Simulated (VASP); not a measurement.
P: single point with PBE

P:

```xyz
2
Lattice="0.0000 2.0219 2.0219 2.0219 0.0000 2.0219 2.0219 2.0219 0.0000" Properties=species:S:1:pos:R:3 pbc="T T T"
P    -0.5055   -0.5055   -0.5055
P     0.5055    0.5055    0.5055
```

This cell differs from its parent crystal: volume scaled by 0.4.

```json
{"Program": "VASP 6.6.1", "Task": "single point", "Functional": "PBE", "Potentials or basis": "VASP PAW PBE potentials, release 64 (P)", "Cutoff": "520 eV", "k mesh": "12 × 12 × 12", "Occupations": "fermi-dirac, width 0.1 eV", "Spin": "no spin polarisation", "Dipole correction": "no", "Further INCAR settings": "ALGO = Normal; EDIFF = 1e-06; NBANDS = 12"}
```

- Pressure: 353.4 GPa
- Band gap on the k mesh: zero (band 5 reaches 20.77 eV, above the bottom of band 6 at 15.00 eV)

Levels at points of the mesh, in eV from the Fermi level:
```tsv
k point	band 1	band 2	band 3	band 4	band 5	band 6	band 7	band 8	band 9	band 10
(0.00, 0.00, 0.00)	-23.94	-4.07	-4.07	-4.07	-0.26	-0.26	-0.26	6.16	6.16	9.77
(0.50, 0.00, 0.00)	-19.00	-16.32	-5.97	-5.97	-0.13	-0.13	0.86	7.60	11.29	11.29
(0.50, 0.50, 0.00)	-16.09	-16.09	-9.28	-9.28	-4.21	-4.21	12.14	12.14	14.93	14.93
```

Run time: 30 s on 1 thread of AMD EPYC 7R43 64-Core Processor (Zen 3) (shared host), peak memory 0.09 GiB.
